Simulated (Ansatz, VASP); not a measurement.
## Os: VASP beside Ansatz

```
CELL_PARAMETERS angstrom
2.71404 0.00000 0.00000
-1.35702 2.35043 0.00000
0.00000 0.00000 4.29373
ATOMIC_POSITIONS crystal
Os 0.33333 0.66667 0.75000
Os 0.66667 0.33333 0.25000
```

Alike in both runs: functional LDA; k mesh 18 × 18 × 10; occupations gaussian, width 0.05 eV; no spin polarisation.

Ansatz relaxed the structure, and its values are those at the end. VASP's run is a single point on that final structure, the one shown.

|  | VASP | Ansatz |
| --- | --- | --- |
| version | VASP 6.6.1 | Ansatz 0.2.0 |
| potentials or method | VASP PAW LDA potentials, release 64 (Os_sv_GW), cutoff 560 eV | scalar-relativistic, plane waves, PAW |
| valence electrons in the cell | 32 | 32 |

Ansatz gave:

| Item | Value |
| --- | --- |
| pressure (GPa) | 0.1 |

What did VASP give for the same quantities?

Pressure (GPa): 0.6.

LDA's correlation is that of Perdew and Zunger in VASP and of Perdew and Wang (1992) in Ansatz.

Neither program's run includes spin-orbit coupling.
